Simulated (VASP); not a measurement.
Here is a VASP 6.6.1 calculation.

INCAR

```
ALGO = Normal
EDIFF = 1E-8
ENCUT = 520
ISIF = 2
ISMEAR = 0
LASPH = True
LCALCEPS = True
LCHARG = False
LMIXTAU = True
LREAL = False
LWAVE = False
METAGGA = R2SCAN
NELM = 60
PREC = Accurate
SIGMA = 0.01
```

Contents of KPOINTS:

```
k-points
0
Gamma
  6 6 6
```

Contents of POSCAR:

```
BaHfO3
1.0
    4.1352881831      0.0000000000      0.0000000000
    0.0000000000      4.1352881831      0.0000000000
    0.0000000000      0.0000000000      4.1352881831
Ba Hf O
1 1 3
Direct
    0.0000000000      0.0000000000      0.0000000000
    0.5000000000      0.5000000000      0.5000000000
    0.5000000000      0.5000000000      0.0000000000
    0.5000000000      0.0000000000      0.5000000000
    0.0000000000      0.5000000000      0.5000000000
```

Potentials or basis: VASP PAW PBE potentials, release 64 (Ba_sv, Hf_pv, O).

Command:

```bash
$ cat potpaw_PBE.64/Ba_sv/POTCAR potpaw_PBE.64/Hf_pv/POTCAR potpaw_PBE.64/O/POTCAR > POTCAR
$ mpirun -np 1 vasp_std > vasp.out
```

(1) Estimate the electronic dielectric tensor (diagonal).

(2) Predict the Born charges (mean of the diagonal).

(3) Predict the band gap on the k mesh.

Results:

(1) 4.32.

(2) Ba +2.70; Hf +5.76; O -2.82 e.

(3) 4.17 eV (least direct gap 4.38 eV).

Caveat: the cell differs from its parent crystal (strain -1.0%); spin-orbit coupling is left out, which moves the levels of the heavy elements.
